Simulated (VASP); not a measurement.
# TiO2 (Anatase) (I4_1/amd) in VASP: settings compared, part 2 of 2

VASP 6.6.1. The steps go on from the part before.

### Step 3. Single point, r2SCAN+rVV10

This run uses another cell than the first one, of 12.04 Å³/atom, 1.063 times its volume.

File POSCAR:

```
TiO2
1.0
   -1.9292094213      1.9292094213      4.8506040801
    1.9292094213     -1.9292094213      4.8506040801
    1.9292094213      1.9292094213     -4.8506040801
Ti O
2 4
Direct
    0.7500000000      0.2500000000      0.5000000000
    0.0000000000      0.0000000000      0.0000000000
    0.7919000000      0.7919000000      0.0000000000
    0.5419000000      0.0419000000      0.5000000000
    0.9581000000      0.4581000000      0.5000000000
    0.2081000000      0.2081000000      0.0000000000
```

File INCAR.step1:

```
ALGO = Normal
EDIFF = 1E-4
ENCUT = 520
GGA = PE
ISMEAR = -1
LASPH = T
LCHARG = F
LREAL = F
LWAVE = T
NBANDS = 33
NELM = 60
PREC = Accurate
SIGMA = 0.05
```

File INCAR.step2:

```
ALGO = Normal
BPARAM = 11.95
CPARAM = 0.0093
EDIFF = 1E-6
ENCUT = 520
ISIF = 2
ISMEAR = -1
ISTART = 1
IVDW_NL = 2
LASPH = T
LCHARG = F
LMIXTAU = T
LREAL = F
LUSE_VDW = T
LWAVE = F
METAGGA = R2SCAN
NBANDS = 33
NELM = 60
PREC = Accurate
SIGMA = 0.05
```

File KPOINTS:

```
k-points
0
Gamma
  10 10 10
```

Potentials or basis: VASP PAW PBE potentials, release 64 (Ti_sv, O).

The run is started by

```sh
cat potpaw_PBE.64/Ti_sv/POTCAR potpaw_PBE.64/O/POTCAR > POTCAR
cp INCAR.step1 INCAR
mpirun -np 1 vasp_std > vasp.out
cp INCAR.step2 INCAR
mpirun -np 1 vasp_std > vasp.out
```

OUTCAR:

```text
BPARAM = 11.95
   EDIFF = 1E-6
   ENCUT = 520
   ISIF = 2
   ISMEAR = -1
   ISTART = 1
   IVDW_NL = 2
   LASPH = T
   LREAL = F
   METAGGA = R2SCAN
   NELM = 60
   PREC = Accurate

 ion  position               nearest neighbor table
   1  0.750  0.250  0.500-   3 1.97   6 1.97   3 1.97   6 1.97   5 2.02   4 2.02
   2  0.000  0.000  0.000-   4 1.97   5 1.97   4 1.97   5 1.97   3 2.02   6 2.02
   3  0.792  0.792  0.000-   1 1.97   1 1.97   2 2.02
   4  0.542  0.042  0.500-   2 1.97   2 1.97   1 2.02
   5  0.958  0.458  0.500-   2 1.97   2 1.97   1 2.02
   6  0.208  0.208  0.000-   1 1.97   1 1.97   2 2.02

  LATTYP: Found a body centered tetragonal cell.
 ALAT       =     3.8584188426
 C/A-ratio  =     2.5142962846

  Lattice vectors:

 A1 = (  -1.9292094213,   1.9292094213,   4.8506040801)
 A2 = (   1.9292094213,  -1.9292094213,   4.8506040801)
 A3 = (   1.9292094213,   1.9292094213,  -4.8506040801)

Analysis of symmetry for initial positions (statically):
=====================================================================
 Subroutine PRICEL returns:
 Original cell was already a primitive cell.

 Routine SETGRP: Setting up the symmetry group for a
 body centered tetragonal supercell.

 Subroutine GETGRP returns: Found 16 space group operations
 (whereof  8 operations were pure point group operations)
 out of a pool of 16 trial point group operations.

The static configuration has the point symmetry D_2d.
 The point group associated with its full space group is D_4h.

Analysis of symmetry for dynamics (positions and initial velocities):
=====================================================================
 Subroutine PRICEL returns:
 Original cell was already a primitive cell.

 Routine SETGRP: Setting up the symmetry group for a
 body centered tetragonal supercell.

 Subroutine GETGRP returns: Found 16 space group operations
[... 133 lines left out ...]
  volume/ion in A,a.u.               =      12.04        81.22
  Fermi-wavevector in a.u.,A,eV,Ry     =   1.428731  2.699910 27.773185  2.041272
  Thomas-Fermi vector in A             =   2.548761
   LORBIT       =      0    0 simple, 1 ext, 2 COOP (PROOUT), +10 PAW based schemes
   METAGGA = R2SCAN    functional components
   LHFCALC =     F    Hartree Fock is set to
   AEXX    =    0.0000 exact exchange contribution
   IVDW_NL    =     2    kernel type
   BPARAM     =11.9500
   IVDW    =     0    specifies the selected vdW correction
   LEPSILON=     F    determine dielectric tensor
   LRPA    =     F    only Hartree local field effects (RPA)
 non-spin polarized calculation
  energy-cutoff  :      520.00
  volume of cell :       72.21
 maximum number of plane-waves:      1959
 NGX is ok and might be reduce to    42
   NGX = 21   NGY = 21   NGZ = 21

 number of electron      48.0000008 magnetization

 Free energy of the ion-electron system (eV)
  ---------------------------------------------------
  ext. energy  EPLUGINS =         0.00000000
  ---------------------------------------------------
  free energy    TOTEN  =       -68.42213059 eV

  energy without entropy =      -68.42213059  energy(sigma->0) =      -68.42213059

 E-fermi :   3.7405     XC(G=0): -11.2317

 val. band max:        2.5257071820   @ k =  -0.4000   0.4000   0.0000
 cond. band min:       4.9059872807   @ k =   0.0000   0.0000   0.0000
 fundamental gap:      2.3802800987
 Fermi energy:         3.7404525312

 k-point     1 :       0.0000    0.0000    0.0000
  band No.  band energies     occupation
      1     -56.3031      2.00000
      2     -56.2565      2.00000
      3     -31.6441      2.00000
      4     -31.4412      2.00000
      5     -31.4412      2.00000
      6     -31.3836      2.00000
[... 853 lines left out ...]
     32       8.9238      0.00000
     33       9.7556      0.00000

 [... further k-points ...]

------------------------ aborting loop because EDIFF is reached ----------------------------------------

  FORCE on cell =-STRESS in cart. coord.  units (eV):
  Direction    XX          YY          ZZ          XY          YZ          ZX
  --------------------------------------------------------------------------------------
  -------------------------------------------------------------------------------------
  Total       -5.1473688     -5.1473688     -5.1488981      0.0000000      0.0000000      0.0000000
  in kB     -114.2039972   -114.2039972   -114.2379272      0.0000000      0.0000000      0.0000000
  external PRESSURE =    -114.2153072 kB  Pullay stress =       0.0000000 kB

 VOLUME and BASIS-vectors are now :
 -----------------------------------------------------------------------------
  energy-cutoff  :      520.00
  volume of cell :       72.21
      direct lattice vectors                 reciprocal lattice vectors
    -1.929209421  1.929209421  4.850604080     0.000000000  0.259173522  0.103079945
     1.929209421 -1.929209421  4.850604080     0.259173522  0.000000000  0.103079945
     1.929209421  1.929209421 -4.850604080     0.259173522  0.259173522  0.000000000

 POSITION                                       TOTAL-FORCE (eV/Angst)
 -----------------------------------------------------------------------------------
     -0.00000      1.92921      2.42530        -0.000000     -0.000000      0.000000
      0.00000      0.00000      0.00000        -0.000000     -0.000000      0.000000
      0.00000      0.00000      7.68239         0.000000     -0.000000      0.282856
      0.00000      1.92921      0.40648        -0.000000      0.000000      0.282856
      0.00000      1.92921      4.44412        -0.000000      0.000000     -0.282856
      0.00000      0.00000      2.01882         0.000000     -0.000000     -0.282856
 -----------------------------------------------------------------------------------
    total drift:                                0.000000      0.000000      0.000000

  FREE ENERGIE OF THE ION-ELECTRON SYSTEM (eV)
  ---------------------------------------------------
  free  energy   TOTEN  =       -68.4221305914 eV

  energy  without entropy=      -68.4221305914  energy(sigma->0) =      -68.42213059
```

OUTCAR.step1:

```text
EDIFF = 1E-4
   ENCUT = 520
   GGA = PE
   ISMEAR = -1
   LASPH = T
[... 1102 lines left out ...]
      0.00000      0.00000      7.68239         0.000000      0.000000      0.202272
      0.00000      1.92921      0.40648        -0.000000     -0.000000      0.202272
      0.00000      1.92921      4.44412         0.000000      0.000000     -0.202272
      0.00000      0.00000      2.01882        -0.000000     -0.000000     -0.202272
 -----------------------------------------------------------------------------------
    total drift:                                0.000000      0.000000      0.000000

  FREE ENERGIE OF THE ION-ELECTRON SYSTEM (eV)
  ---------------------------------------------------
  free  energy   TOTEN  =       -53.8222668086 eV

  energy  without entropy=      -53.8222668084  energy(sigma->0) =      -53.82226681
```

OSZICAR.step1:

```text
N       E                     dE             d eps       ncg     rms          rms(c)
DAV:   1     0.655856303623E+03    0.65586E+03   -0.24275E+04  6732   0.167E+03
DAV:   2     0.281193681804E+02   -0.62774E+03   -0.58230E+03  7407   0.500E+02
DAV:   3    -0.666521782100E+02   -0.94772E+02   -0.93230E+02  9183   0.188E+02
DAV:   4    -0.713753594311E+02   -0.47232E+01   -0.47131E+01 10305   0.406E+01
DAV:   5    -0.715628107968E+02   -0.18745E+00   -0.18742E+00  8665   0.624E+00    0.303E+01
DAV:   6    -0.542840768125E+02    0.17279E+02   -0.82786E+01  9423   0.866E+01    0.120E+01
DAV:   7    -0.541761877491E+02    0.10789E+00   -0.16683E+01  8885   0.348E+01    0.883E+00
DAV:   8    -0.540370066856E+02    0.13918E+00   -0.59964E-01  8479   0.552E+00    0.705E+00
DAV:   9    -0.540105771791E+02    0.26430E-01   -0.16715E+00  9254   0.144E+01    0.399E+00
DAV:  10    -0.538399774782E+02    0.17060E+00   -0.99924E-01  9094   0.913E+00    0.110E+00
DAV:  11    -0.538238416530E+02    0.16136E-01   -0.64700E-02 10099   0.204E+00    0.540E-01
DAV:  12    -0.538231071482E+02    0.73450E-03   -0.11641E-02  8396   0.110E+00    0.247E-01
DAV:  13    -0.538222401746E+02    0.86697E-03   -0.23606E-03  9723   0.445E-01    0.430E-02
DAV:  14    -0.538222668086E+02   -0.26634E-04   -0.11316E-04  5149   0.889E-02
   1 F= -.53822267E+02 E0= -.53822267E+02  d E =-.116872E-09
```

Wall time 14 min (1 thread of Intel Xeon Platinum 8481C at 2.70GHz (Sapphire Rapids), shared host); peak memory 0.67 GiB.

What came out:

```
Free energy            : -68.4221 eV
Pressure               : -11.4 GPa
Largest force          : 0.283 eV/Å
Band gap on the k mesh : 2.38 eV, indirect (least direct gap 2.72 eV)
```

Forces in eV/Å, atoms in the order of the input:
```
Ti   0.000  0.000  0.000
Ti   0.000  0.000  0.000
O    0.000  0.000  0.283
O    0.000  0.000  0.283
O    0.000  0.000 -0.283
O    0.000  0.000 -0.283
```

Levels at points of the mesh, in eV from the valence-band top:
| k point | band 21 | band 22 | band 23 | band 24 | band 25 | band 26 | band 27 | band 28 |
| --- | --- | --- | --- | --- | --- | --- | --- | --- |
| (0.00, 0.00, 0.00) | -0.82 | -0.81 | -0.44 | -0.44 | 2.38 | 3.05 | 4.08 | 4.08 |
| (0.50, 0.00, 0.00) | -1.83 | -0.94 | -0.89 | -0.67 | 3.40 | 3.67 | 3.68 | 3.77 |
| (0.50, 0.50, 0.00) | -2.00 | -2.00 | -0.03 | -0.03 | 3.48 | 3.48 | 3.91 | 3.91 |
| (0.50, 0.50, 0.50) | -1.30 | -1.30 | -0.15 | -0.15 | 2.70 | 2.70 | 3.89 | 3.89 |

Caveat: the PAW data sets were made with another functional, which shifts forces and pressure a little.

### Step 4. Relaxation of the atoms, PBE

This run uses another cell than the first one, of 11.13 Å³/atom, 0.983 times its volume.

File INCAR:

```
PREC = Accurate ; ENCUT = 520
EDIFF = 1E-7 ; ISMEAR = -1
SIGMA = 0.05 ; LREAL = False
LASPH = True ; NELM = 60
ALGO = Normal ; ISIF = 2
LWAVE = False ; LCHARG = False
GGA = PE ; IBRION = 2
NSW = 60 ; EDIFFG = -0.01
```

File KPOINTS:

```
Automatic mesh
0
Gamma
  8 8 8
```

Edit POSCAR of step 3 so:

```diff
@@ -2,5 +2,5 @@
 1.0
-   -1.9292094213      1.9292094213      4.8506040801
-    1.9292094213     -1.9292094213      4.8506040801
-    1.9292094213      1.9292094213     -4.8506040801
+   -1.8921000000      1.8921000000      4.6621540000
+    1.8921000000     -1.8921000000      4.6621540000
+    1.8921000000      1.8921000000     -4.6621540000
 Ti O
```

The run is started by

```sh
cat potpaw_PBE.64/Ti_sv/POTCAR potpaw_PBE.64/O/POTCAR > POTCAR
mpirun -np 1 vasp_std > vasp.out
```

Run time: 12 min. Hardware: 1 thread of Oxide Virtual Turin-like, shared host; peak memory 0.26 GiB.

Results (log left out):

- Free energy: -53.7633 eV
- Energy gained by relaxing: 6.0 meV/atom
- Ionic steps: 3
- Pressure after relaxing: 8.9 GPa
- Band gap on the k mesh: 2.04 eV, indirect (least direct gap 2.44 eV)

Stress tensor (GPa, compression positive):
```
8.63 0.00 0.00
0.00 8.63 0.00
0.00 0.00 9.34
```

Step by step:
| step | energy change (eV) | largest force (eV/Å) | pressure (GPa) |
| --- | --- | --- | --- |
| 1 | 0.0000 | 0.5656 | 11.07 |
| 2 | -0.0352 | 0.0891 | 9.21 |
| 3 | -0.0361 | 0.0007 | 8.87 |

Final structure:
```
Ti O
1.0
    -1.89210    1.89210    4.66215
     1.89210   -1.89210    4.66215
     1.89210    1.89210   -4.66215
Ti O
2 4
Direct
  0.75000 0.25000 0.50000
  0.00000 0.00000 0.00000
  0.78838 0.78838 0.00000
  0.53838 0.03838 0.50000
  0.96162 0.46162 0.50000
  0.21162 0.21162 0.00000
```

Levels at points of the mesh, in eV from the valence-band top:
| k point | band 20 | band 21 | band 22 | band 23 | band 24 | band 25 | band 26 | band 27 | band 28 |
| --- | --- | --- | --- | --- | --- | --- | --- | --- | --- |
| (0.00, 0.00, 0.00) | -0.75 | -0.74 | -0.74 | -0.54 | -0.54 | 2.04 | 2.86 | 3.83 | 3.83 |
| (0.50, 0.00, 0.00) | -2.04 | -2.02 | -1.03 | -0.89 | -0.64 | 3.22 | 3.45 | 3.59 | 3.75 |
| (0.50, 0.50, 0.00) | -2.74 | -2.18 | -2.18 | 0.00 | 0.00 | 3.44 | 3.44 | 3.89 | 3.89 |
| (0.50, 0.50, 0.50) | -1.37 | -1.32 | -1.32 | -0.18 | -0.18 | 2.43 | 2.43 | 3.76 | 3.76 |

A k mesh can miss the band edges.

### Step 5. Summary

```csv
task,level,cell,k mesh,gap on the mesh (eV),pressure (GPa),largest force (eV/Å)
single point,r2SCAN+D4,"a = 5.470 Å, angles 139.7, 139.7, 58.4°, 6 atoms",10 × 10 × 10,2.57,1.3,0.03
single point,r2SCAN+rVV10,"a = 5.565 Å, angles 139.4, 139.4, 58.7°, 6 atoms",10 × 10 × 10,2.38,-11.4,0.28
relaxation of the atoms,PBE,"atoms relaxed from a = 5.375 Å, angles 138.8, 138.8, 59.7°, 6 atoms",8 × 8 × 8,2.04,8.9,-
```

Alike in all rows: potentials or basis VASP PAW PBE potentials, release 64 (Ti_sv, O); no spin polarisation; cutoff (eV) 520; smearing fermi-dirac 0.05 eV.

Caveats: the PAW data sets were made with another functional, which shifts forces and pressure a little (some runs).

Absolute energies hang on the potentials; compare differences alone.
